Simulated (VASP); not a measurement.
Write the native input for VASP 6.6.1 that does the following.

| Item | Value |
| --- | --- |
| Task | relaxation of volume and atoms at fixed shape |
| Functional | LDA |
| Potentials or basis | VASP PAW LDA potentials, release 64 (Mo_sv, Rh_sv_GW) |
| Cutoff | 620 eV |
| k mesh | 8 × 8 × 5 |
| Occupations | fermi-dirac, width 0.1 eV |
| Spin | no spin polarisation |
| Dipole correction | no |
| Further INCAR settings | ALGO = Normal; EDIFF = 1e-07; IBRION = 2; EDIFFG = -0.03; NSW = 60; ISIF = 8 |

The structure of MoRh lies in POSCAR:

```
MoRh
1.0
    2.7954330000      0.0000000000      0.0000000000
   -1.3977160000      2.4209160000      0.0000000000
    0.0000000000      0.0000000000      4.4373670000
Mo Rh
1 1
Direct
    0.0000000000      0.0000000000      0.5000000000
    0.3333333333      0.6666666667      0.0000000000
```

One way to write it, as run:

INCAR

```
SYSTEM = MoRh
ALGO     = Normal         ! electronic algorithm
EDIFF    = 1E-7           ! SCF threshold, eV
EDIFFG   = -0.03          ! ionic threshold
ENCUT    = 620            ! plane-wave cutoff, eV
GGA      = CA             ! functional
GGA_COMPAT= .FALSE.      
IBRION   = 2              ! ionic algorithm
ISIF     = 8              ! what is computed and relaxed
ISMEAR   = -1             ! smearing method
LASPH    = .TRUE.         ! aspherical terms in the spheres
LCHARG   = .FALSE.        ! write CHGCAR
LREAL    = .FALSE.        ! projectors in reciprocal space
LWAVE    = .FALSE.        ! write WAVECAR
NELM     = 120            ! most SCF steps
NELMIN   = 4            
NSW      = 60             ! ionic steps
PREC     = Accurate       ! precision mode
SIGMA    = 0.1            ! smearing width, eV
```

KPOINTS

```
k-points
0
G
  8 8 5
  0 0 0
```

Potentials or basis: VASP PAW LDA potentials, release 64 (Mo_sv, Rh_sv_GW).

Run with:

```bash
$ cat potpaw_LDA.64/Mo_sv/POTCAR potpaw_LDA.64/Rh_sv_GW/POTCAR > POTCAR
$ mpirun -np 1 vasp_std > vasp.out
```

Results of the run:

- Relaxed volume: 14.12 Å³/atom
- Relaxed cell: a = 2.739 Å, b = 2.739 Å, c = 4.347 Å, α = 90.00°, β = 90.00°, γ = 120.00°
- Space group after relaxing (to 0.1 Å): P-6m2 (No. 187)
- Energy gained by relaxing: 50.2 meV/atom
- Ionic steps: 4
- Pressure after relaxing: -0.3 GPa
- Band gap on the k mesh: zero (an odd number of electrons rules out a gap without spin polarisation)

Run time: 54 s on 1 thread of Intel(R) Xeon(R) Platinum 8488C (Sapphire Rapids) (shared host), peak memory 0.18 GiB.
